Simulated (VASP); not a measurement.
A run of VASP 6.6.1 is set up as follows.

File INCAR:

```
  PREC = Accurate
  ENCUT = 520
  EDIFF = 1E-6
  ISMEAR = 0
  SIGMA = 0.1
  LREAL = F
  LASPH = T
  NELM = 100
  ALGO = Normal
  ISIF = 2
  LWAVE = F
  LCHARG = F
  GGA = PE
  NBANDS = 30
```

KPOINTS

```
Automatic mesh
0
Gamma
  8 8 8
```

POSCAR

```
CdS5
1.0
    0.0000000000      3.8082896991      3.8082896991
    3.8082896991      0.0000000000      3.8082896991
    3.8082896991      3.8082896991      0.0000000000
Cd S
1 5
Direct
    0.0000000000      0.0000000000      0.0000000000
    0.7500000000      0.7500000000      0.7500000000
    0.3855922342      0.3855922342      0.8432232973
    0.3855922342      0.8432232973      0.3855922342
    0.3855922342      0.3855922342      0.3855922342
    0.8432232973      0.3855922342      0.3855922342
```

Potentials or basis: VASP PAW PBE potentials, release 64 (Cd, S).

Run with:

```bash
$ cat potpaw_PBE.64/Cd/POTCAR potpaw_PBE.64/S/POTCAR > POTCAR
$ mpirun -np 1 vasp_std > vasp.out
```

**Question.** Estimate the band gap on the k mesh.

**Answer.** Zero (band 21 reaches 6.68 eV, above the bottom of band 22 at 5.29 eV).

**Question.** Estimate the largest force.

**Answer.** 0.044 eV/Å.

Forces on the atoms (eV/Å):
```
Cd   0.000  0.000  0.000
S    0.000  0.000  0.000
S   -0.025 -0.025  0.025
S   -0.025  0.025 -0.025
S    0.025  0.025  0.025
S    0.025 -0.025 -0.025
```
